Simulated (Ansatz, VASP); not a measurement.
# ZrB2 in VASP and in Ansatz

The input POSCAR:

```
ZrB2
1.0
    3.1700000000      0.0000000000      0.0000000000
   -1.5850000000      2.7453005300      0.0000000000
    0.0000000000      0.0000000000      3.5330000000
Zr B
1 2
Direct
    0.0000000000      0.0000000000      0.0000000000
    0.6666666667      0.3333333333      0.5000000000
    0.3333333333      0.6666666667      0.5000000000
```

INCAR.step1

```
PREC     = Accurate       # precision mode
ENCUT    = 520            # plane-wave cutoff, eV
EDIFF    = 1E-5           # SCF threshold, eV
ISMEAR   = -1             # smearing method
SIGMA    = 0.05           # smearing width, eV
LREAL    = False          # projectors in reciprocal space
LASPH    = True           # aspherical terms in the spheres
NELM     = 100            # most SCF steps
ALGO     = Normal         # electronic algorithm
ISIF     = 2              # what is computed and relaxed
LWAVE    = True           # write WAVECAR
LCHARG   = False          # write CHGCAR
NBANDS   = 16             # bands
GGA      = PE             # functional
```

INCAR.step2

```
PREC     = Accurate       # precision mode
ENCUT    = 520            # plane-wave cutoff, eV
EDIFF    = 1E-6           # SCF threshold, eV
ISMEAR   = -1             # smearing method
SIGMA    = 0.05           # smearing width, eV
LREAL    = False          # projectors in reciprocal space
LASPH    = True           # aspherical terms in the spheres
NELM     = 100            # most SCF steps
ALGO     = Normal         # electronic algorithm
ISIF     = 2              # what is computed and relaxed
LWAVE    = False          # write WAVECAR
LCHARG   = False          # write CHGCAR
GGA      = PE             # functional
LHFCALC  = True           # exact exchange
AEXX     = 0.35           # exact-exchange fraction
HFSCREEN = 0.2078699      # screening, 1/A
PRECFOCK = Normal       
NBANDS   = 16             # bands
ISTART   = 1
```

Contents of KPOINTS:

```
Automatic mesh
0
Gamma
  6 6 4
```

input.yaml

```yaml
crystal:
  lattice:
    - [3.17, 0.0, 0.0]
    - [-1.585, 2.74530053, 0.0]
    - [0.0, 0.0, 3.533]
  atoms:
    - { symbol: Zr, position: [0.0, 0.0, 0.0] }
    - { symbol: B, position: [0.6666666667, 0.3333333333, 0.5] }
    - { symbol: B, position: [0.3333333333, 0.6666666667, 0.5] }
hamiltonian:
  xc:
    exchange: pbe
    correlation: pbe
    exx: { coeff: 0.35, omega: 0.2078699 }
  pseudopotentials: { kind: paw }
kpoints:
  mp_grid: { grid: [6, 6, 4] }
scf:
  occupations: { method: fermi_dirac, width: 0.05 }
output:
  forces: true
  stress: true
  eigenvalues: true
  write_density: true
  write_potential: true
  elf: true
  volumetric_format: npy
```

Alike in both runs: task single point; functional PBE-based screened hybrid; k mesh 6 × 6 × 4; occupations fermi-dirac, width 0.05 eV; no spin polarisation.

```csv
,VASP,Ansatz
version,VASP 6.6.1,Ansatz 0.2.0
potentials or method,"VASP PAW PBE potentials, release 64 (Zr_sv, B)",Ansatz PAW
plane-wave cutoff (eV),520,420
valence electrons in the cell,18,18
```

VASP gave:

* gap on the k mesh at the Fermi level (eV): none
* pressure (GPa): -3.2
* traceless stress, the component that is largest in VASP (GPa): -1.58

Q: Estimate Ansatz's values.

A: gap on the k mesh at the Fermi level (eV): none; pressure (GPa): -3.3; traceless stress, the component that is largest in VASP (GPa): -1.59.

VASP's potentials were made for PBE, not for PBE-based screened hybrid. A gap of «none» marks a metal or a gap that the smearing closes. With one functional, cell and mesh, what is left measures potentials, basis and numerics.

The k mesh is coarse, so the values compare programs but aren't converged.
